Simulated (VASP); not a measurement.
# Tm (Im-3m) in VASP: single point with r2SCAN

Aim: the single point of Tm with r2SCAN.

All numbers are computed with VASP 6.6.1; they aren't measurements. Logs are shortened: lines on timing, memory, paths and dates and some standing lists are left out, and cuts for length are marked.

**1. The cell of the first run**

It takes space group Im-3m (No. 229, cubic). Conventional cell: a = 4.080 Å, b = 4.080 Å, c = 4.080 Å, α = 90.00°, β = 90.00°, γ = 90.00°. Tm (site symmetry m-3m) has 14 Tm at 3.53 to 4.08 Å within 4.6 Å.

This isn't the form of Tm at room conditions, which is hcp.

**2. Single point, r2SCAN, collinear spin, ferromagnetic start**

File POSCAR:

```
Tm
1.0
   -2.0399523124      2.0399523124      2.0399523124
    2.0399523124     -2.0399523124      2.0399523124
    2.0399523124      2.0399523124     -2.0399523124
Tm
1
Direct
    0.0000000000      0.0000000000      0.0000000000
```

File INCAR.step1:

```
PREC     = Accurate       # precision mode
ENCUT    = 520            # plane-wave cutoff, eV
ISMEAR   = 0              # smearing method
SIGMA    = 0.05           # smearing width, eV
LREAL    = F              # projectors in reciprocal space
LASPH    = T              # aspherical terms in the spheres
NELM     = 150            # most SCF steps
ISPIN    = 2              # spin polarisation
MAGMOM   = 1.57           # initial moments
LMAXMIX  = 6              # l up to which the mixer works
NBANDS   = 22             # bands
GGA      = PE             # functional
ALGO     = Normal         # electronic algorithm
EDIFF    = 1E-4           # SCF threshold, eV
LWAVE    = T              # write WAVECAR
LCHARG   = F              # write CHGCAR
```

File INCAR.step2:

```
PREC     = Accurate       # precision mode
ENCUT    = 520            # plane-wave cutoff, eV
EDIFF    = 1E-7           # SCF threshold, eV
ISMEAR   = 0              # smearing method
SIGMA    = 0.05           # smearing width, eV
LREAL    = F              # projectors in reciprocal space
LASPH    = T              # aspherical terms in the spheres
NELM     = 150            # most SCF steps
ALGO     = Normal         # electronic algorithm
ISIF     = 2              # what is computed and relaxed
LWAVE    = F              # write WAVECAR
LCHARG   = T              # write CHGCAR
ISPIN    = 2              # spin polarisation
MAGMOM   = 1.57           # initial moments
LORBIT   = 11             # projections on sites
LMAXMIX  = 6              # l up to which the mixer works
METAGGA  = R2SCAN         # meta-GGA
LMIXTAU  = T            
LELF     = T              # ELF
LVHAR    = T            
NBANDS   = 22             # bands
ISTART   = 1
```

File KPOINTS:

```
regular mesh
0
Gamma
  14 14 14
```

Potentials or basis: VASP PAW PBE potentials, release 64 (Tm).

Command:

```console
cat potpaw_PBE.64/Tm/POTCAR > POTCAR
cp INCAR.step1 INCAR
mpirun -np 1 vasp_std > vasp.out
cp INCAR.step2 INCAR
mpirun -np 1 vasp_std > vasp.out
```

OUTCAR:

```text
PREC = Accurate
   ENCUT = 520
   EDIFF = 1E-7
   ISMEAR = 0
   LREAL = F
   LASPH = T
   NELM = 150
   ISIF = 2
   ISPIN = 2
   LORBIT = 11
   METAGGA = R2SCAN
   ISTART = 1

 ion  position               nearest neighbor table
   1  0.000  0.000  0.000-

  LATTYP: Found a body centered cubic cell.
 ALAT       =     4.0799046248

  Lattice vectors:

 A1 = (  -2.0399523124,   2.0399523124,   2.0399523124)
 A2 = (   2.0399523124,  -2.0399523124,   2.0399523124)
 A3 = (   2.0399523124,   2.0399523124,  -2.0399523124)

Analysis of symmetry for initial positions (statically):
=====================================================================
 Subroutine PRICEL returns:
 Original cell was already a primitive cell.

 Routine SETGRP: Setting up the symmetry group for a
 body centered cubic supercell.

 Subroutine GETGRP returns: Found 48 space group operations
 (whereof 48 operations were pure point group operations)
 out of a pool of 48 trial point group operations.

The static configuration has the point symmetry O_h .

Analysis of symmetry for dynamics (positions and initial velocities):
=====================================================================
 Subroutine PRICEL returns:
 Original cell was already a primitive cell.

 Routine SETGRP: Setting up the symmetry group for a
 body centered cubic supercell.

 Subroutine GETGRP returns: Found 48 space group operations
 (whereof 48 operations were pure point group operations)
 out of a pool of 48 trial point group operations.

The dynamic configuration has the point symmetry O_h .

Analysis of structural, dynamic, and magnetic symmetry:
=====================================================================
 Subroutine PRICEL returns:
 Original cell was already a primitive cell.

 Routine SETGRP: Setting up the symmetry group for a
 body centered cubic supercell.

 Subroutine GETGRP returns: Found 48 space group operations
 (whereof 48 operations were pure point group operations)
 out of a pool of 48 trial point group operations.

The overall configuration has the point symmetry O_h .

 Subroutine INISYM returns: Found 48 space group operations
 (whereof 48 operations are pure point group operations),
 and found     1 'primitive' translations

----------------------------------------------------------------------------------------

                                     Primitive cell

  volume of cell :      33.9563

  direct lattice vectors                    reciprocal lattice vectors
    -2.039952312  2.039952312  2.039952312     0.000000000  0.245103769  0.245103769
     2.039952312 -2.039952312  2.039952312     0.245103769  0.000000000  0.245103769
     2.039952312  2.039952312 -2.039952312     0.245103769  0.245103769  0.000000000

  length of vectors
     3.533301050  3.533301050  3.533301050     0.346629074  0.346629074  0.346629074

  position of ions in fractional coordinates (direct lattice)
     0.000000000  0.000000000  0.000000000

  ion indices of the primitive-cell ions
   primitive index   ion index
                 1           1

----------------------------------------------------------------------------------------

 KPOINTS: regular mesh

Automatic generation of k-mesh.
 Grid dimensions read from file:
 generate k-points for:   14   14   14

 Generating k-lattice:

  Cartesian coordinates                     Fractional coordinates (reciprocal lattice)
     0.000000000  0.017507412  0.017507412     0.071428571  0.000000000  0.000000000
     0.017507412  0.000000000  0.017507412     0.000000000  0.071428571  0.000000000
     0.017507412  0.017507412  0.000000000     0.000000000  0.000000000  0.071428571

  Length of vectors
     0.024759220  0.024759220  0.024759220

  Shift w.r.t. Gamma in fractional coordinates (k-lattice)
     0.000000000  0.000000000  0.000000000

 Subroutine IBZKPT returns following result:
 ===========================================

 Found    104 irreducible k-points:

 Following reciprocal coordinates:
            Coordinates               Weight
  0.000000  0.000000  0.000000      1.000000
  0.071429  0.000000  0.000000     12.000000
  0.142857  0.000000  0.000000     12.000000
  0.214286  0.000000  0.000000     12.000000
  0.285714  0.000000  0.000000     12.000000
  0.357143  0.000000  0.000000     12.000000
[... 16 lines left out ...]
  0.285714  0.285714  0.000000     24.000000
  0.357143  0.285714 -0.000000     24.000000
 [... further k-points ...]
   k-points           NKPTS =    104   k-points in BZ     NKDIM =    104   number of bands    NBANDS=     22
   number of dos      NEDOS =    301   number of ions     NIONS =      1
   total plane-waves  NPLWV =  21952
   dimension x,y,z NGX =    28 NGY =   28 NGZ =   28
   dimension x,y,z NGXF=    56 NGYF=   56 NGZF=   56
   ions per type =               1
   NGX,Y,Z   is equivalent  to a cutoff of  13.17, 13.17, 13.17 a.u.
   NGXF,Y,Z  is equivalent  to a cutoff of  26.35, 26.35, 26.35 a.u.
 SYSTEM =  unknown system
   PREC   = accura    normal or accurate (medium, high low for compatibility)
   ISTART =      1    job   : 0-new  1-cont  2-samecut
   ICHARG =      0    charge: 1-file 2-atom 10-const
   ISPIN  =      2    spin polarized calculation?
   LNONCOLLINEAR =      F non collinear calculations
   LSORBIT =      F    spin-orbit coupling
   LASPH  =      T    aspherical Exc in radial PAW
   ENCUT  =  520.0 eV  38.22 Ry    6.18 a.u.   6.57  6.57  6.57*2*pi/ulx,y,z
   NELM   =    150;   NELMIN=  2; NELMDL=  0     # of ELM steps
   EDIFF  = 0.1E-06   stopping-criterion for ELM
   LREAL  =      F    real-space projection
   EDIFFG = 0.1E-05   stopping-criterion for IOM
   NSW    =      0    number of steps for IOM
   IBRION =     -1    ionic relax: 0-MD 1-quasi-New 2-CG
   NFREE  =      0    steps in history (QN), initial steepest desc. (CG)
   ISIF   =      2    stress and relaxation
   ISYM   =      2    0-nonsym 1-usesym 2-fastsym
   POTIM  = 0.5000    time-step for ionic-motion
   TEBEG  =    0.0;   TEEND  =   0.0 temperature during run
   PSTRESS=    0.0 pullay stress
   NELECT =      23.0000    total number of electrons
   NUPDOWN=      -1.0000    fix difference up-down
   EMIN   =  10.00;   EMAX   =-10.00  energy-range for DOS
   EFERMI =   0.00;   METHOD = LEGACY
   ISMEAR =     0;   SIGMA  =   0.05  broadening in eV -4-tet -1-fermi 0-gaus
   EFERMI_NEDOS =   21; number of points for ismear=-14 and -15
   IALGO  =     38    algorithm
   IMIX   =      4    mixing-type and parameters
     AMIX     =   0.40;   BMIX     =  1.00
     AMIX_MAG =   1.60;   BMIX_MAG =  1.00
  volume/ion in A,a.u.               =      33.96       229.15
  Fermi-wavevector in a.u.,A,eV,Ry     =   1.437730  2.716916 28.124174  2.067068
  Thomas-Fermi vector in A             =   2.556776
   LORBIT       =     11    0 simple, 1 ext, 2 COOP (PROOUT), +10 PAW based schemes
   METAGGA = R2SCAN    functional components
   LHFCALC =     F    Hartree Fock is set to
   AEXX    =    0.0000 exact exchange contribution
   IVDW    =     0    specifies the selected vdW correction
   LEPSILON=     F    determine dielectric tensor
   LRPA    =     F    only Hartree local field effects (RPA)
 spin polarized calculation
 Gauss-broadening in eV      SIGMA  =   0.05
  energy-cutoff  :      520.00
  volume of cell :       33.96
 maximum number of plane-waves:       943
 NGX is ok and might be reduce to    28
   NGX = 13   NGY = 13   NGZ = 13

 number of electron      22.9999996 magnetization       1.2138985

 Free energy of the ion-electron system (eV)
  ---------------------------------------------------
  ext. energy  EPLUGINS =         0.00000000
  ---------------------------------------------------
  free energy    TOTEN  =       -35.14077373 eV

  energy without entropy =      -35.12490435  energy(sigma->0) =      -35.13283904

 E-fermi :   1.9358     XC(G=0): -10.4594

 val. band max:        1.9350867563   @ k =  -0.2857   0.4286   0.0714
 cond. band min:       1.9361363159   @ k =  -0.4286   0.4286   0.1429
 fundamental gap:      0.0010495596
 Fermi energy:         1.9358314325

 spin component 1

 k-point     1 :       0.0000    0.0000    0.0000
  band No.  band energies     occupation
      1     -50.9481      1.00000
      2     -23.2029      1.00000
      3     -23.2029      1.00000
      4     -23.2028      1.00000
      5      -3.3673      1.00000
      6      -0.9795      1.00000
[... 14 lines left out ...]
     21      20.5604      0.00000
     22      20.5604      0.00000

 k-point     2 :       0.0714    0.0000    0.0000
  band No.  band energies     occupation
      1     -50.9467      1.00000
      2     -23.2243      1.00000
      3     -23.2096      1.00000
      4     -23.2030      1.00000
      5      -3.2303      1.00000
      6      -0.9780      1.00000
[... 14 lines left out ...]
     21      18.9806      0.00000
     22      19.4233      0.00000
[... 523 lines left out ...]
     21      17.3866      0.00000
     22      18.5998      0.00000

 k-point    24 :       0.3571    0.2857   -0.0000
  band No.  band energies     occupation
      1     -50.9177      1.00000
      2     -23.5184      1.00000
      3     -23.4547      1.00000
      4     -23.2540      1.00000
      5      -0.9240      1.00000
      6      -0.9142      1.00000
[... 14 lines left out ...]
     21      17.7673      0.00000
     22      17.9038      0.00000

 [... further k-points ...]

 spin component 2

 k-point     1 :       0.0000    0.0000    0.0000
  band No.  band energies     occupation
      1     -50.1806      1.00000
      2     -22.7171      1.00000
      3     -22.7170      1.00000
      4     -22.7169      1.00000
      5      -3.6851      1.00000
      6       0.0269      1.00000
[... 14 lines left out ...]
     21      20.4750      0.00000
     22      20.4750      0.00000

 k-point     2 :       0.0714    0.0000    0.0000
  band No.  band energies     occupation
      1     -50.1792      1.00000
      2     -22.7407      1.00000
      3     -22.7242      1.00000
      4     -22.7172      1.00000
      5      -3.5452      1.00000
      6       0.0210      1.00000
[... 14 lines left out ...]
     21      18.9203      0.00000
     22      19.4141      0.00000
[... 523 lines left out ...]
     21      17.3084      0.00000
     22      18.5386      0.00000

 k-point    24 :       0.3571    0.2857   -0.0000
  band No.  band energies     occupation
      1     -50.1470      1.00000
      2     -23.0611      1.00000
      3     -22.9910      1.00000
      4     -22.7722      1.00000
      5      -0.0827      1.00000
      6       0.4518      1.00000
[... 14 lines left out ...]
     21      17.6967      0.00000
     22      17.8228      0.00000

 [... further k-points ...]

------------------------ aborting loop because EDIFF is reached ----------------------------------------

  FORCE on cell =-STRESS in cart. coord.  units (eV):
  Direction    XX          YY          ZZ          XY          YZ          ZX
  --------------------------------------------------------------------------------------
  -------------------------------------------------------------------------------------
  Total       -0.2727610     -0.2727610     -0.2727610      0.0000000      0.0000000     -0.0000000
  in kB      -12.8698282    -12.8698282    -12.8698282      0.0000000      0.0000000     -0.0000000
  external PRESSURE =     -12.8698282 kB  Pullay stress =       0.0000000 kB

 VOLUME and BASIS-vectors are now :
 -----------------------------------------------------------------------------
  energy-cutoff  :      520.00
  volume of cell :       33.96
      direct lattice vectors                 reciprocal lattice vectors
    -2.039952312  2.039952312  2.039952312     0.000000000  0.245103769  0.245103769
     2.039952312 -2.039952312  2.039952312     0.245103769  0.000000000  0.245103769
     2.039952312  2.039952312 -2.039952312     0.245103769  0.245103769  0.000000000

 POSITION                                       TOTAL-FORCE (eV/Angst)
 -----------------------------------------------------------------------------------
      0.00000      0.00000      0.00000        -0.000000     -0.000000      0.000000
 -----------------------------------------------------------------------------------
    total drift:                                0.000000      0.000000      0.000000

  FREE ENERGIE OF THE ION-ELECTRON SYSTEM (eV)
  ---------------------------------------------------
  free  energy   TOTEN  =       -35.1407737277 eV

  energy  without entropy=      -35.1249043518  energy(sigma->0) =      -35.13283904

 total charge

# of ion       s       p       d       f       tot
--------------------------------------------------
    1        2.195   5.909   0.332  12.396  20.831

 magnetization (x)

# of ion       s       p       d       f       tot
--------------------------------------------------
    1        0.006  -0.063  -0.052   1.479   1.371
```

It took 11 min on 1 thread of AMD EPYC 9R45 (Zen 5), shared host; peak memory 0.26 GiB.

Results:

| Item | Value |
| --- | --- |
| Free energy | -35.1408 eV |
| Pressure | -1.3 GPa |
| Net moment | 1.21 μB per cell |
| Site moments | Tm +1.37 μB |
| Valence electrons inside the program's atomic spheres | Tm 20.83 |

Caveat: the magnetic or orbital state may not be the lowest; the PAW data sets were made with another functional, which shifts forces and pressure a little; spin-orbit coupling is left out, which moves the levels of the heavy elements; semilocal functionals describe open f shells poorly, which spoils levels, moments and volumes. The state reached can hang on the start; a lower one may exist.
